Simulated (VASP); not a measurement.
A run of VASP 6.6.1 is set up as follows.

Contents of INCAR:

```
  PREC = Accurate
  ENCUT = 520
  EDIFF = 1E-6
  ISMEAR = 0
  SIGMA = 0.1
  LREAL = F
  LASPH = T
  NELM = 80
  ALGO = Normal
  ISIF = 2
  LWAVE = F
  LCHARG = T
  GGA = PE
  LELF = T
  LVHAR = T
  NBANDS = 16
```

Contents of KPOINTS:

```
Automatic mesh
0
Gamma
  6 6 6
```

POSCAR

```
BiC
1.0
    3.4016360293      0.0000000000      0.0000000000
    0.0000000000      3.4016360293      0.0000000000
    0.0000000000      0.0000000000      3.4016360293
Bi C
1 1
Direct
    0.0000000000      0.0000000000      0.0000000000
    0.5000000000      0.5000000000      0.5000000000
```

Potentials or basis: VASP PAW PBE potentials, release 64 (Bi_d, C).

Run with:

```bash
$ cat potpaw_PBE.64/Bi_d/POTCAR potpaw_PBE.64/C/POTCAR > POTCAR
$ mpirun -np 1 vasp_std > vasp.out
```

What does it give for the pressure?

-8.7 GPa.
